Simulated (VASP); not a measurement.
Here is a VASP 6.6.1 calculation.

INCAR

```
PREC = Accurate
ENCUT = 520
EDIFF = 1E-6
ISMEAR = -1
SIGMA = 0.15
LREAL = False
LASPH = True
NELM = 80
ALGO = Normal
ISIF = 2
LWAVE = False
LCHARG = False
GGA = PS
NBANDS = 16
```

Contents of KPOINTS:

```
Automatic mesh
0
Gamma
  18 18 6
```

Contents of POSCAR:

```
C
1.0
    1.2295705324     -2.1292600383      0.0000000000
    1.2295705324      2.1292600383      0.0000000000
    0.0000000000      0.0000000000      7.3869395943
C
4
Direct
    0.0833263329      0.9166736671      0.7500000000
    0.5833263329      0.4166736671      0.2500000000
    0.9166736671      0.0833263329      0.2500000000
    0.4166736671      0.5833263329      0.7500000000
```

Potentials or basis: VASP PAW PBE potentials, release 64 (C).

Command:

```sh
$ cat potpaw_PBE.64/C/POTCAR > POTCAR
$ mpirun -np 1 vasp_std > vasp.out
```

(1) Estimate the pressure.

(2) Estimate the band gap on the k mesh.

Answers

(1) 0.6 GPa.

(2) zero (filled and empty bands touch).

Caveat: this functional lacks dispersion, which binds layers or chains, so the pressure and a relaxed spacing across them are unreliable; the PAW data sets were made with another functional, which shifts forces and pressure a little.
